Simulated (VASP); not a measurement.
# CuI (Cmcm) in VASP: single point with PBE-based global hybrid with 10 % exact exchange

Aim: the single point of CuI with PBE-based global hybrid with 10 % exact exchange.

Program: VASP 6.6.1. These are calculated values, not measurements. Logs are shortened: lines on timing, memory, paths and dates and some standing lists are left out, and cuts for length are marked.

## 1. The cell of the first run

Symmetry: Cmcm, No. 63, orthorhombic system. Conventional cell: a = 7.007 Å, b = 7.186 Å, c = 4.322 Å, α = 90.00°, β = 90.00°, γ = 90.00°. Within 3.3 Å of Cu (site symmetry m2m) lie 2 Cu at 2.47 Å and 3 I at 2.57 to 2.60 Å. I (site symmetry m2m) has 3 Cu at 2.57 to 2.60 Å within 3.4 Å.

## 2. Single point, PBE-based global hybrid with 10 % exact exchange

Contents of POSCAR:

```
CuI
1.0
    3.5037459921     -3.5931530553      0.0000000000
    3.5037459921      3.5931530553      0.0000000000
    0.0000000000      0.0000000000      4.3220095893
Cu I
2 2
Direct
    0.4168025109      0.5831974891      0.7500000000
    0.5831974891      0.4168025109      0.2500000000
    0.7779467703      0.2220532297      0.7500000000
    0.2220532297      0.7779467703      0.2500000000
```

Contents of INCAR.step1:

```
PREC = Accurate
ENCUT = 520
EDIFF = 1E-5
ISMEAR = 0
SIGMA = 0.01
LREAL = F
LASPH = T
NELM = 80
ALGO = Normal
ISIF = 2
LWAVE = T
LCHARG = F
GGA = PE
NBANDS = 26
```

Contents of INCAR.step2:

```
PREC = Accurate
ENCUT = 520
EDIFF = 1E-6
ISMEAR = 0
SIGMA = 0.01
LREAL = F
LASPH = T
NELM = 80
ALGO = Normal
ISIF = 2
LWAVE = F
LCHARG = F
GGA = PE
LHFCALC = T
AEXX = 0.1
PRECFOCK = Normal
ISTART = 1
NBANDS = 26
```

Contents of KPOINTS:

```
Automatic mesh
0
Gamma
  2 2 4
```

Potentials or basis: VASP PAW PBE potentials, release 64 (Cu, I).

Run with:

```
$ cat potpaw_PBE.64/Cu/POTCAR potpaw_PBE.64/I/POTCAR > POTCAR
$ cp INCAR.step1 INCAR
$ mpirun -np 1 vasp_std > vasp.out
$ cp INCAR.step2 INCAR
$ mpirun -np 1 vasp_std > vasp.out
```

OUTCAR:

```text
PREC = Accurate
   ENCUT = 520
   EDIFF = 1E-6
   ISMEAR = 0
   LREAL = F
   LASPH = T
   NELM = 80
   ISIF = 2
   GGA = PE
   LHFCALC = T
   AEXX = 0.1
   PRECFOCK = Normal
   ISTART = 1

 ion  position               nearest neighbor table
   1  0.417  0.583  0.750-   2 2.47   2 2.47   4 2.57   4 2.57   3 2.60
   2  0.583  0.417  0.250-   1 2.47   1 2.47   3 2.57   3 2.57   4 2.60
   3  0.778  0.222  0.750-   2 2.57   2 2.57   1 2.60
   4  0.222  0.778  0.250-   1 2.57   1 2.57   2 2.60

  LATTYP: Found a base centered orthorhombic cell.
 ALAT       =     7.0074919842
 B/A-ratio  =     1.0255175642
 C/A-ratio  =     0.6167698228

  Lattice vectors:

 A1 = (   3.5037459921,  -3.5931530553,   0.0000000000)
 A2 = (   3.5037459921,   3.5931530553,   0.0000000000)
 A3 = (   0.0000000000,   0.0000000000,   4.3220095893)

Analysis of symmetry for initial positions (statically):
=====================================================================
 Subroutine PRICEL returns:
 Original cell was already a primitive cell.

 Routine SETGRP: Setting up the symmetry group for a
 base centered orthorhombic supercell.

 Subroutine GETGRP returns: Found  8 space group operations
 (whereof  4 operations were pure point group operations)
 out of a pool of  8 trial point group operations.

The static configuration has the point symmetry C_2h.
 The point group associated with its full space group is D_2h.

Analysis of symmetry for dynamics (positions and initial velocities):
=====================================================================
 Subroutine PRICEL returns:
 Original cell was already a primitive cell.

 Routine SETGRP: Setting up the symmetry group for a
 base centered orthorhombic supercell.

 Subroutine GETGRP returns: Found  8 space group operations
 (whereof  4 operations were pure point group operations)
 out of a pool of  8 trial point group operations.

The dynamic configuration has the point symmetry C_2h.
 The point group associated with its full space group is D_2h.

 Subroutine INISYM returns: Found  8 space group operations
 (whereof  4 operations are pure point group operations),
 and found     1 'primitive' translations

[... 87 lines left out ...]
   NFREE  =      0    steps in history (QN), initial steepest desc. (CG)
   ISIF   =      2    stress and relaxation
   ISYM   =      3    0-nonsym 1-usesym 2-fastsym
   POTIM  = 0.5000    time-step for ionic-motion
   TEBEG  =    0.0;   TEEND  =   0.0 temperature during run
   PSTRESS=    0.0 pullay stress
   NELECT =      36.0000    total number of electrons
   NUPDOWN=      -1.0000    fix difference up-down
   EMIN   =  10.00;   EMAX   =-10.00  energy-range for DOS
   EFERMI =   0.00;   METHOD = LEGACY
   ISMEAR =     0;   SIGMA  =   0.01  broadening in eV -4-tet -1-fermi 0-gaus
   EFERMI_NEDOS =   21; number of points for ismear=-14 and -15
   IALGO  =     38    algorithm
   IMIX   =      1    mixing-type and parameters
     AMIX     =   0.40;   BMIX     =  1.00
     AMIX_MAG =   1.60;   BMIX_MAG =  1.00
  volume/ion in A,a.u.               =      27.21       183.59
  Fermi-wavevector in a.u.,A,eV,Ry     =   1.132229  2.139603 17.441890  1.281943
  Thomas-Fermi vector in A             =   2.268930
   LORBIT       =      0    0 simple, 1 ext, 2 COOP (PROOUT), +10 PAW based schemes
   GGA     = PE    functional components
   LHFCALC =     T    Hartree Fock is set to
   PRECFOCK=normal    Normal, Fast or Accurate (Low or Medium for compatibility)
   ENCUT4O =  -1.0   cutoff for four orbital integrals eV
   NKREDX  =     1    reduce k-point grid by
   NKREDY  =     1    reduce k-point grid by
   NKREDZ  =     1    reduce k-point grid by
   AEXX    =    0.1000 exact exchange contribution
   HFSCREEN=    0.0000 screening length (either q_TF or 0.3 A-1)
   HFSCREENC=   0.0000 screening length for correlation (either q_TF or 0.3 A-1)
   ENCUTFOCK=  -1.0 apply spherical cutoff to Coloumb kernel
   IVDW    =     0    specifies the selected vdW correction
   LEPSILON=     F    determine dielectric tensor
   LRPA    =     F    only Hartree local field effects (RPA)
 non-spin polarized calculation
 Gauss-broadening in eV      SIGMA  =   0.01
  energy-cutoff  :      520.00
  volume of cell :      108.82
 maximum number of plane-waves:      2949
 NGX is ok and might be reduce to    40
  NGX = 30; NGY = 30; NGZ = 28

 number of electron      35.9999992 magnetization

 Free energy of the ion-electron system (eV)
  ---------------------------------------------------
  ext. energy  EPLUGINS =         0.00000000
  ---------------------------------------------------
  free energy    TOTEN  =       -11.90922634 eV

  energy without entropy =      -11.90922634  energy(sigma->0) =      -11.90922634

 E-fermi :   4.3878     XC(G=0):  -8.3189

 val. band max:        4.2794212494   @ k =   0.0000   0.0000   0.0000
 cond. band min:       6.0054013576   @ k =   0.0000   0.0000   0.0000
 fundamental gap:      1.7259801082
 Fermi energy:         4.3877851307

 k-point     1 :       0.0000    0.0000    0.0000
  band No.  band energies     occupation
      1     -10.1916      2.00000
      2      -9.1611      2.00000
      3      -1.4307      2.00000
      4      -0.1791      2.00000
      5      -0.1033      2.00000
      6       0.0505      2.00000
[... 250 lines left out ...]
     25      13.6110      0.00000
     26      13.6110      0.00000

------------------------ aborting loop because EDIFF is reached ----------------------------------------

  FORCE on cell =-STRESS in cart. coord.  units (eV):
  Direction    XX          YY          ZZ          XY          YZ          ZX
  --------------------------------------------------------------------------------------
  -------------------------------------------------------------------------------------
  Total        1.1788229      1.4877986      1.5731234      0.0000000      0.0000000      0.0000000
  in kB       17.3554180     21.9043654     23.1605745      0.0000000      0.0000000      0.0000000
  external PRESSURE =      20.8067860 kB  Pullay stress =       0.0000000 kB

 VOLUME and BASIS-vectors are now :
 -----------------------------------------------------------------------------
  energy-cutoff  :      520.00
  volume of cell :      108.82
      direct lattice vectors                 reciprocal lattice vectors
     3.503745992 -3.593153055  0.000000000     0.142704409 -0.139153549  0.000000000
     3.503745992  3.593153055  0.000000000     0.142704409  0.139153549  0.000000000
     0.000000000  0.000000000  4.322009589     0.000000000  0.000000000  0.231373850

 POSITION                                       TOTAL-FORCE (eV/Angst)
 -----------------------------------------------------------------------------------
      3.50375      0.59788      3.24151         0.000000      0.126168      0.000000
      3.50375     -0.59788      1.08050         0.000000     -0.126168      0.000000
      3.50375     -1.99741      3.24151         0.000000     -0.139183     -0.000000
      3.50375      1.99741      1.08050         0.000000      0.139183      0.000000
 -----------------------------------------------------------------------------------
    total drift:                               -0.000006      0.000003     -0.000001

  FREE ENERGIE OF THE ION-ELECTRON SYSTEM (eV)
  ---------------------------------------------------
  free  energy   TOTEN  =       -11.9092263358 eV

  energy  without entropy=      -11.9092263358  energy(sigma->0) =      -11.90922634
```

Run time: 9.9 min. Hardware: 1 thread of AMD EPYC 7R13 (Zen 3), shared host; peak memory 0.23 GiB.

Results:

| Item | Value |
| --- | --- |
| Free energy | -11.9092 eV |
| Pressure | 2.1 GPa |
| Largest force | 0.139 eV/Å |
| Band gap on the k mesh | 1.73 eV |

Forces on the atoms (eV/Å):
```
Cu   0.000  0.126  0.000
Cu   0.000 -0.126  0.000
I    0.000 -0.139  0.000
I    0.000  0.139  0.000
```

Stress tensor (GPa, compression positive):
```
1.74 0.00 0.00
0.00 2.19 0.00
0.00 0.00 2.32
```

Levels at points of the mesh, in eV from the valence-band top:
```csv
k point,band 15,band 16,band 17,band 18,band 19,band 20,band 21,band 22
"(0.00, 0.00, 0.00)",-1.81,-1.71,-0.98,0.00,1.73,2.26,2.94,5.43
"(0.50, 0.00, 0.00)",-2.22,-1.57,-1.54,-0.60,3.38,3.90,4.45,4.48
"(0.50, 0.50, 0.00)",-2.22,-1.14,-0.78,-0.33,2.27,3.49,4.65,5.82
"(0.00, 0.00, 0.50)",-2.17,-2.17,-1.83,-1.83,4.58,4.58,4.59,4.59
"(0.50, 0.00, 0.50)",-2.19,-2.19,-1.43,-1.43,2.79,2.79,4.19,4.19
"(0.50, 0.50, 0.50)",-2.17,-2.17,-1.96,-1.96,4.98,4.98,5.80,5.80
```

Caveat: the k points lie up to 0.63 Å⁻¹ apart; the PAW data sets were made with another functional, which shifts forces and pressure a little; spin-orbit coupling is left out, which moves the levels of the heavy elements.
